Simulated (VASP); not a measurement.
# Si4Ge (P6_3/mmc) in VASP: further runs, part 2 of 2

VASP 6.6.1.

## 3. Single point, PBE

This run uses another cell than the first one, of 16.01 Å³/atom, 1.028 times its volume.

INCAR reads:

```
SYSTEM = Si4Ge
ALGO = Normal ; EDIFF = 1E-7
ENCUT = 520 ; GGA = PE
ISIF = 2 ; ISMEAR = 0
LASPH = .TRUE. ; LCHARG = .FALSE.
LREAL = .FALSE. ; LWAVE = .FALSE.
NBANDS = 41 ; NELM = 80
PREC = Accurate ; SIGMA = 0.1
```

KPOINTS reads:

```
k-points
0
G
  6 6 1
  0 0 0
```

POSCAR reads:

```
Si4Ge
1.0
    2.8600246100      0.0000000000      0.0000000000
   -1.4300123100      2.4768539700      0.0000000000
    0.0000000000      0.0000000000     22.6058841100
Si Ge
8 2
Direct
    0.3333333300      0.6666666700      0.9500000000
    0.3333333300      0.6666666700      0.1500000000
    0.3333333300      0.6666666700      0.3500000000
    0.3333333300      0.6666666700      0.5500000000
    0.6666666700      0.3333333300      0.0500000000
    0.6666666700      0.3333333300      0.4500000000
    0.6666666700      0.3333333300      0.6500000000
    0.6666666700      0.3333333300      0.8500000000
    0.3333333300      0.6666666700      0.7500000000
    0.6666666700      0.3333333300      0.2500000000
```

Potentials or basis: VASP PAW PBE potentials, release 64 (Si, Ge_d).

Launch:

```sh
cat potpaw_PBE.64/Si/POTCAR potpaw_PBE.64/Ge_d/POTCAR > POTCAR
mpirun -np 1 vasp_std > vasp.out
```

OUTCAR:

```text
SYSTEM = Si4Ge
   EDIFF = 1E-7
   ENCUT = 520
   GGA = PE
   ISIF = 2
   ISMEAR = 0
   LASPH = .TRUE.
   LREAL = .FALSE.
   NELM = 80
   PREC = Accurate

 ion  position               nearest neighbor table
   1  0.333  0.667  0.950-   5 2.80   8 2.80   5 2.80   8 2.80   5 2.80   8 2.80
   2  0.333  0.667  0.150-   5 2.80  10 2.80   5 2.80  10 2.80   5 2.80  10 2.80
   3  0.333  0.667  0.350-   6 2.80  10 2.80   6 2.80  10 2.80   6 2.80  10 2.80
   4  0.333  0.667  0.550-   6 2.80   7 2.80   6 2.80   7 2.80   6 2.80   7 2.80
   5  0.667  0.333  0.050-   1 2.80   2 2.80   1 2.80   2 2.80   1 2.80   2 2.80
   6  0.667  0.333  0.450-   4 2.80   3 2.80   4 2.80   3 2.80   4 2.80   3 2.80
   7  0.667  0.333  0.650-   4 2.80   9 2.80   4 2.80   9 2.80   4 2.80   9 2.80
   8  0.667  0.333  0.850-   1 2.80   9 2.80   1 2.80   9 2.80   1 2.80   9 2.80
   9  0.333  0.667  0.750-   7 2.80   8 2.80   7 2.80   8 2.80   7 2.80   8 2.80
  10  0.667  0.333  0.250-   2 2.80   3 2.80   2 2.80   3 2.80   2 2.80   3 2.80

  LATTYP: Found a hexagonal cell.
 ALAT       =     2.8600246100
 C/A-ratio  =     7.9040872694

  Lattice vectors:

 A1 = (   2.8600246100,   0.0000000000,   0.0000000000)
 A2 = (  -1.4300123100,   2.4768539700,   0.0000000000)
 A3 = (   0.0000000000,   0.0000000000,  22.6058841100)

Analysis of symmetry for initial positions (statically):
=====================================================================
 Subroutine PRICEL returns:
 Original cell was already a primitive cell.

 Routine SETGRP: Setting up the symmetry group for a
 hexagonal supercell.

 Subroutine GETGRP returns: Found 24 space group operations
 (whereof 12 operations were pure point group operations)
 out of a pool of 24 trial point group operations.

The static configuration has the point symmetry D_3d.
 The point group associated with its full space group is D_6h.

Analysis of symmetry for dynamics (positions and initial velocities):
=====================================================================
 Subroutine PRICEL returns:
 Original cell was already a primitive cell.

 Routine SETGRP: Setting up the symmetry group for a
 hexagonal supercell.

 Subroutine GETGRP returns: Found 24 space group operations
 (whereof 12 operations were pure point group operations)
 out of a pool of 24 trial point group operations.

The dynamic configuration has the point symmetry D_3d.
 The point group associated with its full space group is D_6h.

 Subroutine INISYM returns: Found 24 space group operations
 (whereof 12 operations are pure point group operations),
 and found     1 'primitive' translations

----------------------------------------------------------------------------------------

                                     Primitive cell

  volume of cell :     160.1370

  direct lattice vectors                    reciprocal lattice vectors
     2.860024610  0.000000000  0.000000000     0.349647341  0.201868987  0.000000000
    -1.430012310  2.476853970  0.000000000     0.000000000  0.403737972  0.000000000
     0.000000000  0.000000000 22.605884110     0.000000000  0.000000000  0.044236270

  length of vectors
     2.860024610  2.860024614 22.605884110     0.403737973  0.403737972  0.044236270

[... 59 lines left out ...]
  0.333333  0.333333  0.000000      2.000000
   k-points           NKPTS =      7   k-points in BZ     NKDIM =      7   number of bands    NBANDS=     41
   number of dos      NEDOS =    301   number of ions     NIONS =     10
   total plane-waves  NPLWV =  96768
   dimension x,y,z NGX =    24 NGY =   24 NGZ =  168
   dimension x,y,z NGXF=    48 NGYF=   48 NGZF=  336
   ions per type =               8   2
   NGX,Y,Z   is equivalent  to a cutoff of  13.95, 13.95, 12.35 a.u.
   NGXF,Y,Z  is equivalent  to a cutoff of  27.90, 27.90, 24.71 a.u.
 SYSTEM =  Si4Ge
   PREC   = accura    normal or accurate (medium, high low for compatibility)
   ISTART =      0    job   : 0-new  1-cont  2-samecut
   ICHARG =      2    charge: 1-file 2-atom 10-const
   ISPIN  =      1    spin polarized calculation?
   LNONCOLLINEAR =      F non collinear calculations
   LSORBIT =      F    spin-orbit coupling
   LASPH  =      T    aspherical Exc in radial PAW
   ENCUT  =  520.0 eV  38.22 Ry    6.18 a.u.   5.32  5.32 42.03*2*pi/ulx,y,z
   NELM   =     80;   NELMIN=  2; NELMDL= -5     # of ELM steps
   EDIFF  = 0.1E-06   stopping-criterion for ELM
   LREAL  =      F    real-space projection
   EDIFFG = 0.1E-05   stopping-criterion for IOM
   NSW    =      0    number of steps for IOM
   IBRION =     -1    ionic relax: 0-MD 1-quasi-New 2-CG
   NFREE  =      0    steps in history (QN), initial steepest desc. (CG)
   ISIF   =      2    stress and relaxation
   ISYM   =      2    0-nonsym 1-usesym 2-fastsym
   POTIM  = 0.5000    time-step for ionic-motion
   TEBEG  =    0.0;   TEEND  =   0.0 temperature during run
   PSTRESS=    0.0 pullay stress
   NELECT =      60.0000    total number of electrons
   NUPDOWN=      -1.0000    fix difference up-down
   EMIN   =  10.00;   EMAX   =-10.00  energy-range for DOS
   EFERMI =   0.00;   METHOD = LEGACY
   ISMEAR =     0;   SIGMA  =   0.10  broadening in eV -4-tet -1-fermi 0-gaus
   EFERMI_NEDOS =   21; number of points for ismear=-14 and -15
   IALGO  =     38    algorithm
   IMIX   =      4    mixing-type and parameters
     AMIX     =   0.40;   BMIX     =  1.00
     AMIX_MAG =   1.60;   BMIX_MAG =  1.00
  volume/ion in A,a.u.               =      16.01       108.07
  Fermi-wavevector in a.u.,A,eV,Ry     =   1.180216  2.230284 18.951676  1.392909
  Thomas-Fermi vector in A             =   2.316512
   LORBIT       =      0    0 simple, 1 ext, 2 COOP (PROOUT), +10 PAW based schemes
   GGA     = PE    functional components
   LHFCALC =     F    Hartree Fock is set to
   AEXX    =    0.0000 exact exchange contribution
   IVDW    =     0    specifies the selected vdW correction
   LEPSILON=     F    determine dielectric tensor
   LRPA    =     F    only Hartree local field effects (RPA)
 non-spin polarized calculation
 Gauss-broadening in eV      SIGMA  =   0.10
  energy-cutoff  :      520.00
  volume of cell :      160.14
 maximum number of plane-waves:      4345
 NGX is ok and might be reduce to    24
   NGX = 11   NGY = 11   NGZ = 85

 number of electron      60.0000008 magnetization

 Free energy of the ion-electron system (eV)
  ---------------------------------------------------
  ext. energy  EPLUGINS =         0.00000000
  ---------------------------------------------------
  free energy    TOTEN  =       -46.83772786 eV

  energy without entropy =      -46.81211688  energy(sigma->0) =      -46.82492237

 E-fermi :   8.6926     XC(G=0): -11.0618

 val. band max:        8.6361347409   @ k =   0.3333   0.1667   0.0000
 cond. band min:       8.7765616364   @ k =   0.0000   0.0000   0.0000
 fundamental gap:      0.1404268955
 Fermi energy:         8.6925700860

 k-point     1 :       0.0000    0.0000    0.0000
  band No.  band energies     occupation
      1     -16.0292      2.00000
      2     -16.0291      2.00000
      3     -16.0165      2.00000
      4     -16.0165      2.00000
      5     -16.0165      2.00000
      6     -16.0165      2.00000
[... 297 lines left out ...]
     40       9.3606      0.00000
     41       9.3606      0.00000

------------------------ aborting loop because EDIFF is reached ----------------------------------------

  FORCE on cell =-STRESS in cart. coord.  units (eV):
  Direction    XX          YY          ZZ          XY          YZ          ZX
  --------------------------------------------------------------------------------------
  -------------------------------------------------------------------------------------
  Total        2.0246159      2.0246159    -11.5039034     -0.0000000      0.0000000      0.0000000
  in kB       20.2563672     20.2563673   -115.0970358     -0.0000000      0.0000000      0.0000000
  external PRESSURE =     -24.8614338 kB  Pullay stress =       0.0000000 kB

 VOLUME and BASIS-vectors are now :
 -----------------------------------------------------------------------------
  energy-cutoff  :      520.00
  volume of cell :      160.14
      direct lattice vectors                 reciprocal lattice vectors
     2.860024610  0.000000000  0.000000000     0.349647341  0.201868987  0.000000000
    -1.430012310  2.476853970  0.000000000     0.000000000  0.403737972  0.000000000
     0.000000000  0.000000000 22.605884110     0.000000000  0.000000000  0.044236270

 POSITION                                       TOTAL-FORCE (eV/Angst)
 -----------------------------------------------------------------------------------
     -0.00000      1.65124     21.47559        -0.000000     -0.000000     -0.028312
     -0.00000      1.65124      3.39088        -0.000000     -0.000000     -0.581779
     -0.00000      1.65124      7.91206         0.000000     -0.000000      0.581779
     -0.00000      1.65124     12.43324        -0.000000     -0.000000      0.028312
      1.43001      0.82562      1.13029        -0.000000      0.000000      0.028312
      1.43001      0.82562     10.17265         0.000000      0.000000     -0.028312
      1.43001      0.82562     14.69382        -0.000000      0.000000     -0.581779
      1.43001      0.82562     19.21500        -0.000000      0.000000      0.581779
     -0.00000      1.65124     16.95441        -0.000000     -0.000000      0.000000
      1.43001      0.82562      5.65147         0.000000      0.000000      0.000000
 -----------------------------------------------------------------------------------
    total drift:                               -0.000004      0.000002      0.000000

  FREE ENERGIE OF THE ION-ELECTRON SYSTEM (eV)
  ---------------------------------------------------
  free  energy   TOTEN  =       -46.8377278607 eV

  energy  without entropy=      -46.8121168792  energy(sigma->0) =      -46.82492237
```

It took 37 s on 1 thread of Intel Xeon 6975P-C (Granite Rapids), shared host; peak memory 0.28 GiB.

What came out:

* Free energy: -46.8377 eV
* Pressure: -2.5 GPa
* Largest force: 0.582 eV/Å
* Band gap on the k mesh: zero (band 30 reaches 15.92 eV, above the bottom of band 31 at 6.47 eV)

Forces on the atoms (eV/Å):
```
Si   0.000  0.000 -0.028
Si   0.000  0.000 -0.582
Si   0.000  0.000  0.582
Si   0.000  0.000  0.028
Si   0.000  0.000  0.028
Si   0.000  0.000 -0.028
Si   0.000  0.000 -0.582
Si   0.000  0.000  0.582
Ge   0.000  0.000  0.000
Ge   0.000  0.000  0.000
```

Stress tensor (GPa, compression positive):
```
  2.03   0.00   0.00
  0.00   2.03   0.00
  0.00   0.00 -11.51
```

Caveat: the k points lie up to 0.42 Å⁻¹ apart.
